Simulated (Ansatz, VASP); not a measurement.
## BAs: VASP beside Ansatz

File INCAR:

```
  ALGO = Normal
  EDIFF = 1E-7
  ENCUT = 520
  ISIF = 2
  ISMEAR = -1
  LASPH = T
  LCHARG = F
  LREAL = F
  LWAVE = F
  NBANDS = 11
  NELM = 100
  PREC = Accurate
  SIGMA = 0.05
```

Contents of KPOINTS:

```
k-points
0
Gamma
  13 13 13
```

POSCAR

```
BAs
1.0
    0.0000000000      2.4353452264      2.4353452264
    2.4353452264      0.0000000000      2.4353452264
    2.4353452264      2.4353452264      0.0000000000
B As
1 1
Direct
    0.0000000000      0.0000000000      0.0000000000
    0.7500000000      0.7500000000      0.7500000000
```

Input for Ansatz:

```yaml
crystal:
  lattice:
    - [0.0, 2.4353452264, 2.4353452264]
    - [2.4353452264, 0.0, 2.4353452264]
    - [2.4353452264, 2.4353452264, 0.0]
  atoms:
    - { symbol: B, position: [0.0, 0.0, 0.0] }
    - { symbol: As, position: [0.75, 0.75, 0.75] }
kpoints:
  mp_grid: { grid: [13, 13, 13] }
  band_path:
    path:
      - [0.0, 0.0, 0.0]
      - [-0.5, -0.5, 0.0]
      - [-0.375, -0.375, 0.25]
      - [-0.375, 0.0, 0.375]
      - [0.0, 0.0, 0.0]
      - [0.0, 0.0, 0.5]
      - [-0.5, -0.25, 0.25]
      - [-0.5, -0.5, 0.0]
    npoints: 5
scf:
  occupations: { method: fermi_dirac, width: 0.05 }
hamiltonian:
  xc: lda
  pseudopotentials: { kind: all_electron, lapw: { basis_error: 0.0005 } }
output:
  forces: true
  stress: true
  eigenvalues: true
```

Change from the starting cell: volume scaled by 1.06.

Alike in both runs: task single point; functional LDA; k mesh 13 × 13 × 13; occupations fermi-dirac, width 0.05 eV; no spin polarisation.

|  | VASP | Ansatz |
| --- | --- | --- |
| version | VASP 6.6.1 | Ansatz 0.2.0 |
| potentials or method | VASP PAW LDA potentials, release 64 (B, As), cutoff 520 eV | all-electron LAPW, scalar-relativistic |

VASP gave:

```
pressure (GPa) : -10.0
```

Estimate Ansatz's values.

pressure (GPa): -10.7.

LDA's correlation is that of Perdew and Zunger in VASP and of Perdew and Wang (1992) in Ansatz. Ansatz ran all-electron here, and VASP with PAW potentials.
